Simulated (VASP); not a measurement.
# CuAu (P4/mmm) in VASP: a series of runs

Runs on CuAu. Level: PBEsol. Tasks: single point.

Everything below comes from runs of VASP 6.6.1. Logs are shortened: lines on timing, memory, paths and dates and some standing lists are left out, and cuts for length are marked.

## Step 1: The cell of the first run

The structure is tetragonal, space group P4/mmm (No. 123). Conventional cell: a = 2.743 Å, b = 2.743 Å, c = 3.595 Å, α = 90.00°, β = 90.00°, γ = 90.00°. Within 3.5 Å of Cu (site symmetry 4/mmm) lie 8 Au at 2.64 Å and 4 Cu at 2.74 Å. Au (site symmetry 4/mmm) has 8 Cu at 2.64 Å and 4 Au at 2.74 Å within 3.5 Å.

## Step 2: Single point, PBEsol (volume scaled by 0.94)

The input, INCAR:

```
PREC = Accurate
ENCUT = 520
EDIFF = 1E-6
ISMEAR = -1
SIGMA = 0.05
LREAL = False
LASPH = True
NELM = 80
ALGO = Normal
ISIF = 2
LWAVE = False
LCHARG = True
GGA = PS
LELF = True
LVHAR = True
NBANDS = 18
```

The input, KPOINTS:

```
regular mesh
0
Gamma
  13 13 10
```

The input, POSCAR:

```
CuAu
1.0
    2.7428411044      0.0000000000      0.0000000000
    0.0000000000      2.7428411044      0.0000000000
    0.0000000000      0.0000000000      3.5950810190
Cu Au
1 1
Direct
    0.5000000000      0.5000000000      0.5000000000
    0.0000000000      0.0000000000      0.0000000000
```

Potentials or basis: VASP PAW PBE potentials, release 64 (Cu, Au).

Run with:

```sh
> cat potpaw_PBE.64/Cu/POTCAR potpaw_PBE.64/Au/POTCAR > POTCAR
> mpirun -np 1 vasp_std > vasp.out
```

OUTCAR:

```text
PREC = Accurate
   ENCUT = 520
   EDIFF = 1E-6
   ISMEAR = -1
   LREAL = False
   LASPH = True
   NELM = 80
   ISIF = 2
   GGA = PS

 ion  position               nearest neighbor table
   1  0.500  0.500  0.500-   2 2.64   2 2.64   2 2.64   2 2.64   2 2.64   2 2.64   2 2.64   2 2.64

   2  0.000  0.000  0.000-   1 2.64   1 2.64   1 2.64   1 2.64   1 2.64   1 2.64   1 2.64   1 2.64

  LATTYP: Found a simple tetragonal cell.
 ALAT       =     2.7428411044
 C/A-ratio  =     1.3107142857

  Lattice vectors:

 A1 = (   2.7428411044,   0.0000000000,   0.0000000000)
 A2 = (   0.0000000000,   2.7428411044,   0.0000000000)
 A3 = (   0.0000000000,   0.0000000000,   3.5950810190)

Analysis of symmetry for initial positions (statically):
=====================================================================
 Subroutine PRICEL returns:
 Original cell was already a primitive cell.

 Routine SETGRP: Setting up the symmetry group for a
 simple tetragonal supercell.

 Subroutine GETGRP returns: Found 16 space group operations
 (whereof 16 operations were pure point group operations)
 out of a pool of 16 trial point group operations.

The static configuration has the point symmetry D_4h.

Analysis of symmetry for dynamics (positions and initial velocities):
=====================================================================
 Subroutine PRICEL returns:
 Original cell was already a primitive cell.

 Routine SETGRP: Setting up the symmetry group for a
 simple tetragonal supercell.

 Subroutine GETGRP returns: Found 16 space group operations
 (whereof 16 operations were pure point group operations)
 out of a pool of 16 trial point group operations.

The dynamic configuration has the point symmetry D_4h.

 Subroutine INISYM returns: Found 16 space group operations
 (whereof 16 operations are pure point group operations),
 and found     1 'primitive' translations

----------------------------------------------------------------------------------------

                                     Primitive cell

  volume of cell :      27.0464

  direct lattice vectors                    reciprocal lattice vectors
     2.742841104  0.000000000  0.000000000     0.364585465  0.000000000  0.000000000
     0.000000000  2.742841104  0.000000000     0.000000000  0.364585465  0.000000000
     0.000000000  0.000000000  3.595081019     0.000000000  0.000000000  0.278157848

  length of vectors
     2.742841104  2.742841104  3.595081019     0.364585465  0.364585465  0.278157848

  position of ions in fractional coordinates (direct lattice)
     0.500000000  0.500000000  0.500000000
     0.000000000  0.000000000  0.000000000

  ion indices of the primitive-cell ions
   primitive index   ion index
                 1           1
                 2           2

----------------------------------------------------------------------------------------

 KPOINTS: regular mesh

Automatic generation of k-mesh.
 Grid dimensions read from file:
 generate k-points for:   13   13   10

 Generating k-lattice:

  Cartesian coordinates                     Fractional coordinates (reciprocal lattice)
     0.028045036  0.000000000  0.000000000     0.076923077  0.000000000  0.000000000
     0.000000000  0.028045036  0.000000000     0.000000000  0.076923077  0.000000000
     0.000000000  0.000000000  0.027815785     0.000000000  0.000000000  0.100000000

  Length of vectors
     0.028045036  0.028045036  0.027815785

  Shift w.r.t. Gamma in fractional coordinates (k-lattice)
     0.000000000  0.000000000  0.000000000

 Subroutine IBZKPT returns following result:
 ===========================================

 Found    168 irreducible k-points:

 Following reciprocal coordinates:
            Coordinates               Weight
  0.000000  0.000000  0.000000      1.000000
  0.076923  0.000000  0.000000      4.000000
  0.153846  0.000000  0.000000      4.000000
  0.230769  0.000000  0.000000      4.000000
  0.307692  0.000000  0.000000      4.000000
  0.384615  0.000000  0.000000      4.000000
[... 16 lines left out ...]
  0.307692  0.307692  0.000000      4.000000
  0.384615  0.307692  0.000000      8.000000
 [... further k-points ...]
   k-points           NKPTS =    168   k-points in BZ     NKDIM =    168   number of bands    NBANDS=     18
   number of dos      NEDOS =    301   number of ions     NIONS =      2
   total plane-waves  NPLWV =  11200
   dimension x,y,z NGX =    20 NGY =   20 NGZ =   28
   dimension x,y,z NGXF=    40 NGYF=   40 NGZF=   56
   ions per type =               1   1
   NGX,Y,Z   is equivalent  to a cutoff of  12.12, 12.12, 12.95 a.u.
   NGXF,Y,Z  is equivalent  to a cutoff of  24.24, 24.24, 25.90 a.u.
 SYSTEM =  unknown system
   PREC   = accura    normal or accurate (medium, high low for compatibility)
   ISTART =      0    job   : 0-new  1-cont  2-samecut
   ICHARG =      2    charge: 1-file 2-atom 10-const
   ISPIN  =      1    spin polarized calculation?
   LNONCOLLINEAR =      F non collinear calculations
   LSORBIT =      F    spin-orbit coupling
   LASPH  =      T    aspherical Exc in radial PAW
   ENCUT  =  520.0 eV  38.22 Ry    6.18 a.u.   5.10  5.10  6.68*2*pi/ulx,y,z
   NELM   =     80;   NELMIN=  2; NELMDL= -5     # of ELM steps
   EDIFF  = 0.1E-05   stopping-criterion for ELM
   LREAL  =      F    real-space projection
   EDIFFG = 0.1E-04   stopping-criterion for IOM
   NSW    =      0    number of steps for IOM
   IBRION =     -1    ionic relax: 0-MD 1-quasi-New 2-CG
   NFREE  =      0    steps in history (QN), initial steepest desc. (CG)
   ISIF   =      2    stress and relaxation
   ISYM   =      2    0-nonsym 1-usesym 2-fastsym
   POTIM  = 0.5000    time-step for ionic-motion
   TEBEG  =    0.0;   TEEND  =   0.0 temperature during run
   PSTRESS=    0.0 pullay stress
   NELECT =      22.0000    total number of electrons
   NUPDOWN=      -1.0000    fix difference up-down
   EMIN   =  10.00;   EMAX   =-10.00  energy-range for DOS
   EFERMI =   0.00;   METHOD = LEGACY
   ISMEAR =    -1;   SIGMA  =   0.05  broadening in eV -4-tet -1-fermi 0-gaus
   EFERMI_NEDOS =   21; number of points for ismear=-14 and -15
   IALGO  =     38    algorithm
   IMIX   =      4    mixing-type and parameters
     AMIX     =   0.40;   BMIX     =  1.00
     AMIX_MAG =   1.60;   BMIX_MAG =  1.00
  volume/ion in A,a.u.               =      13.52        91.26
  Fermi-wavevector in a.u.,A,eV,Ry     =   1.528196  2.887872 31.774816  2.335383
  Thomas-Fermi vector in A             =   2.635988
   LORBIT       =      0    0 simple, 1 ext, 2 COOP (PROOUT), +10 PAW based schemes
   GGA     = PS    functional components
   LHFCALC =     F    Hartree Fock is set to
   AEXX    =    0.0000 exact exchange contribution
   IVDW    =     0    specifies the selected vdW correction
   LEPSILON=     F    determine dielectric tensor
   LRPA    =     F    only Hartree local field effects (RPA)
 non-spin polarized calculation
  energy-cutoff  :      520.00
  volume of cell :       27.05
 maximum number of plane-waves:       742
   NGX = 11   NGY = 11   NGZ = 13

 number of electron      21.9999973 magnetization

 Free energy of the ion-electron system (eV)
  ---------------------------------------------------
  ext. energy  EPLUGINS =         0.00000000
  ---------------------------------------------------
  free energy    TOTEN  =        -8.31652891 eV

  energy without entropy =       -8.31189895  energy(sigma->0) =       -8.31421393

 E-fermi :   9.6864     XC(G=0): -13.2716

 val. band max:        9.6827144671   @ k =   0.4615   0.0769   0.4000
 cond. band min:       9.7047545766   @ k =   0.4615   0.4615   0.0000
 fundamental gap:      0.0220401095
 Fermi energy:         9.6863513202

 k-point     1 :       0.0000    0.0000    0.0000
  band No.  band energies     occupation
      1      -0.8635      2.00000
      2       2.4454      2.00000
      3       2.6186      2.00000
      4       5.3175      2.00000
      5       5.3175      2.00000
      6       6.5270      2.00000
[... 10 lines left out ...]
     17      27.2060      0.00000
     18      27.3523      0.00000

 k-point     2 :       0.0769    0.0000    0.0000
  band No.  band energies     occupation
      1      -0.7159      2.00000
      2       2.5243      2.00000
      3       2.7050      2.00000
      4       5.2239      2.00000
      5       5.3543      2.00000
      6       6.4608      2.00000
[... 10 lines left out ...]
     17      27.2978      0.00000
     18      28.3849      0.00000

 k-point     3 :       0.1538    0.0000    0.0000
  band No.  band energies     occupation
      1      -0.2906      2.00000
      2       2.6978      2.00000
      3       3.0093      2.00000
      4       4.9571      2.00000
      5       5.4616      2.00000
      6       6.2714      2.00000
[... 10 lines left out ...]
     17      27.3671      0.00000
     18      29.7224      0.00000

 k-point     4 :       0.2308    0.0000    0.0000
  band No.  band energies     occupation
      1       0.3579      2.00000
      2       2.9240      2.00000
      3       3.5117      2.00000
      4       4.5746      2.00000
      5       5.6296      2.00000
      6       5.9946      2.00000
[... 10 lines left out ...]
     17      26.7593      0.00000
     18      29.0698      0.00000

 k-point     5 :       0.3077    0.0000    0.0000
  band No.  band energies     occupation
      1       1.1306      2.00000
      2       3.2013      2.00000
      3       4.0885      2.00000
      4       4.1770      2.00000
      5       5.6977      2.00000
      6       5.8400      2.00000
[... 10 lines left out ...]
     17      25.3287      0.00000
     18      28.1150      0.00000

 k-point     6 :       0.3846    0.0000    0.0000
  band No.  band energies     occupation
      1       1.8612      2.00000
      2       3.5194      2.00000
      3       3.8613      2.00000
      4       4.5453      2.00000
      5       5.4542      2.00000
      6       6.0589      2.00000
[... 307 lines left out ...]
 k-point    21 :       0.3846    0.2308    0.0000
  band No.  band energies     occupation
      1       2.6217      2.00000
      2       3.5784      2.00000
      3       3.7066      2.00000
      4       4.4307      2.00000
      5       4.4857      2.00000
      6       6.1341      2.00000
[... 10 lines left out ...]
     17      23.4525      0.00000
     18      24.2473      0.00000

 k-point    22 :       0.4615    0.2308    0.0000
  band No.  band energies     occupation
      1       2.9371      2.00000
      2       3.4785      2.00000
      3       3.5303      2.00000
      4       4.3965      2.00000
      5       4.5218      2.00000
      6       6.4756      2.00000
[... 10 lines left out ...]
     17      21.8528      0.00000
     18      23.4388      0.00000

 k-point    23 :       0.3077    0.3077    0.0000
  band No.  band energies     occupation
      1       2.4166      2.00000
      2       3.5185      2.00000
      3       3.9061      2.00000
      4       4.0678      2.00000
      5       5.0904      2.00000
      6       5.8595      2.00000
[... 10 lines left out ...]
     17      24.3393      0.00000
     18      24.6120      0.00000

 k-point    24 :       0.3846    0.3077    0.0000
  band No.  band energies     occupation
      1       2.4920      2.00000
      2       3.5026      2.00000
      3       3.6280      2.00000
      4       3.9354      2.00000
      5       5.4847      2.00000
      6       6.6852      2.00000
[... 10 lines left out ...]
     17      23.3053      0.00000
     18      23.4881      0.00000

 [... further k-points ...]
[... 5 lines left out ...]
  --------------------------------------------------------------------------------------
  -------------------------------------------------------------------------------------
  Total        1.6729733      1.6729733      1.6236462      0.0000000     -0.0000000      0.0000000
  in kB       99.1036401     99.1036401     96.1816010      0.0000000     -0.0000000      0.0000000
  external PRESSURE =      98.1296271 kB  Pullay stress =       0.0000000 kB

 VOLUME and BASIS-vectors are now :
 -----------------------------------------------------------------------------
  energy-cutoff  :      520.00
  volume of cell :       27.05
      direct lattice vectors                 reciprocal lattice vectors
     2.742841104  0.000000000  0.000000000     0.364585465  0.000000000  0.000000000
     0.000000000  2.742841104  0.000000000     0.000000000  0.364585465  0.000000000
     0.000000000  0.000000000  3.595081019     0.000000000  0.000000000  0.278157848

 POSITION                                       TOTAL-FORCE (eV/Angst)
 -----------------------------------------------------------------------------------
      1.37142      1.37142      1.79754         0.000000      0.000000      0.000000
      0.00000      0.00000      0.00000         0.000000      0.000000      0.000000
 -----------------------------------------------------------------------------------
    total drift:                               -0.000000      0.000000      0.000000

  FREE ENERGIE OF THE ION-ELECTRON SYSTEM (eV)
  ---------------------------------------------------
  free  energy   TOTEN  =        -8.3165289105 eV

  energy  without entropy=       -8.3118989492  energy(sigma->0) =       -8.31421393
```

It took 39 s on 1 thread of Intel Xeon 6975P-C, shared host; peak memory 0.21 GiB.

What came out:

```
Free energy            : -8.3165 eV
Pressure               : 9.8 GPa
Band gap on the k mesh : zero (band 11 reaches 14.35 eV, above the bottom of band 12 at 7.57 eV)
```

Caveat: the PAW data sets were made with another functional, which shifts forces and pressure a little; spin-orbit coupling is left out, which moves the levels of the heavy elements.

## Step 3: Single point, PBEsol (volume scaled by 0.98)

The input, INCAR:

```
PREC = Accurate
ENCUT = 520
EDIFF = 1E-6
ISMEAR = -1
SIGMA = 0.05
LREAL = F
LASPH = T
NELM = 60
ALGO = Normal
ISIF = 2
LWAVE = F
LCHARG = F
GGA = PS
NBANDS = 18
```

The input, KPOINTS:

```
Automatic mesh
0
Gamma
  13 13 10
```

The input, POSCAR:

```
CuAu
1.0
    2.7812074875      0.0000000000      0.0000000000
    0.0000000000      2.7812074875      0.0000000000
    0.0000000000      0.0000000000      3.6453683854
Cu Au
1 1
Direct
    0.5000000000      0.5000000000      0.5000000000
    0.0000000000      0.0000000000      0.0000000000
```

Potentials or basis: VASP PAW PBE potentials, release 64 (Cu, Au).

Run with:

```sh
> cat potpaw_PBE.64/Cu/POTCAR potpaw_PBE.64/Au/POTCAR > POTCAR
> mpirun -np 1 vasp_std > vasp.out
```

It took 47 s on 1 thread of Intel Xeon 6975P-C, shared host; peak memory 0.22 GiB.

It converged, with:

- Free energy: -8.3568 eV
- Pressure: 1.4 GPa
- Band gap on the k mesh: zero (band 11 reaches 13.54 eV, above the bottom of band 12 at 7.01 eV)

Stress tensor (GPa, compression positive):
```
1.30 0.00 0.00
0.00 1.30 0.00
0.00 0.00 1.65
```

Levels at points of the mesh, in eV from the Fermi level:
| k point | band 8 | band 9 | band 10 | band 11 | band 12 | band 13 | band 14 | band 15 |
| --- | --- | --- | --- | --- | --- | --- | --- | --- |
| (0.00, 0.00, 0.00) | -2.19 | -1.72 | -1.49 | -1.49 | 2.00 | 8.29 | 10.09 | 10.09 |
| (0.00, 0.00, 0.50) | -2.80 | -2.44 | -2.41 | -2.41 | -2.04 | 14.45 | 14.76 | 14.76 |

Caveat: the PAW data sets were made with another functional, which shifts forces and pressure a little; spin-orbit coupling is left out, which moves the levels of the heavy elements.

## Step 4: Single point, PBEsol (volume scaled by 1.01)

The input, INCAR:

```
PREC = Accurate
ENCUT = 520
EDIFF = 1E-6
ISMEAR = -1
SIGMA = 0.05
LREAL = False
LASPH = True
NELM = 60
ALGO = Normal
ISIF = 2
LWAVE = False
LCHARG = False
GGA = PS
NBANDS = 18
```

The input, KPOINTS:

```
regular mesh
0
Gamma
  13 13 10
```

The input, POSCAR:

```
CuAu
1.0
    2.8093023939      0.0000000000      0.0000000000
    0.0000000000      2.8093023939      0.0000000000
    0.0000000000      0.0000000000      3.6821927806
Cu Au
1 1
Direct
    0.5000000000      0.5000000000      0.5000000000
    0.0000000000      0.0000000000      0.0000000000
```

Run with:

```sh
> cat potpaw_PBE.64/Cu/POTCAR potpaw_PBE.64/Au/POTCAR > POTCAR
> mpirun -np 1 vasp_std > vasp.out
```

It took 56 s on 1 thread of Intel Xeon 6975P-C, shared host; peak memory 0.22 GiB.

Results (log left out):

| Item | Value |
| --- | --- |
| Free energy | -8.3516 eV |
| Pressure | -3.5 GPa |
| Band gap on the k mesh | zero (band 11 reaches 12.97 eV, above the bottom of band 12 at 6.61 eV) |

Stress tensor (GPa, compression positive):
```
-3.75  0.00  0.00
 0.00 -3.75  0.00
 0.00  0.00 -3.15
```

Levels at points of the mesh, in eV from the Fermi level:
```tsv
k point	band 7	band 8	band 9	band 10	band 11	band 12	band 13	band 14	band 15	band 16
(0.00, 0.00, 0.00)	-2.84	-2.14	-1.70	-1.47	-1.47	2.03	8.00	9.96	9.96	16.69
(0.00, 0.00, 0.50)	-3.22	-2.76	-2.35	-2.34	-2.34	-1.98	14.32	14.53	14.53	15.13
```

Caveat: the PAW data sets were made with another functional, which shifts forces and pressure a little; spin-orbit coupling is left out, which moves the levels of the heavy elements.

## Step 5: The runs side by side

| cell | gap on the mesh (eV) | pressure (GPa) |
| --- | --- | --- |
| a = 2.743, b = 2.743, c = 3.595 Å, 2 atoms | none | 9.8 |
| a = 2.781, b = 2.781, c = 3.645 Å, 2 atoms | none | 1.4 |
| a = 2.809, b = 2.809, c = 3.682 Å, 2 atoms | none | -3.5 |

Alike in all rows: task single point; level PBEsol; potentials or basis VASP PAW PBE potentials, release 64 (Cu, Au); no spin polarisation; k mesh 13 × 13 × 10; cutoff (eV) 520; smearing fermi-dirac 0.05 eV.

Caveats: the PAW data sets were made with another functional, which shifts forces and pressure a little; spin-orbit coupling is left out, which moves the levels of the heavy elements.

Absolute energies hang on the potentials; compare differences alone.
